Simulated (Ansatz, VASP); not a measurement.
## HfGe in VASP and in Ansatz

```
Hf Ge
1.0
     3.50084    0.00000    0.00000
     0.00000    3.50084    0.00000
     0.00000    0.00000    3.50084
Hf Ge
1 1
Direct
  0.00000 0.00000 0.00000
  0.50000 0.50000 0.50000
```

Change from the starting cell: as made, not relaxed: species swapped into the ErZn type (Pm-3m, No. 221).

Alike in both runs: functional b88 exchange, pbe correlation; k mesh 6 × 6 × 6; occupations gaussian, width 0.025 eV; non-collinear spin, spin-orbit coupling.

|  | VASP | Ansatz |
| --- | --- | --- |
| version | VASP 6.6.1 | Ansatz 0.2.0 |
| potentials or method | VASP PAW PBE potentials, release 64 (Hf_pv, Ge_d) | Ansatz PAW |
| plane-wave cutoff (eV) | 500 | 420 |
| valence electrons in the cell | 24 | 40 |
| task | single point | atomic charges |

|  | VASP | Ansatz | Ansatz less VASP |
| --- | --- | --- | --- |
| pressure (GPa) | -12.2 | -12.0 | +0.27 |

VASP's potentials were made for PBE, not for b88 exchange, pbe correlation. The functional is the same, so the differences come from potentials, cutoffs and numerics. VASP's potentials hold 24 valence electrons a cell and Ansatz's 40, so a difference there can come from the potentials and not from the codes.
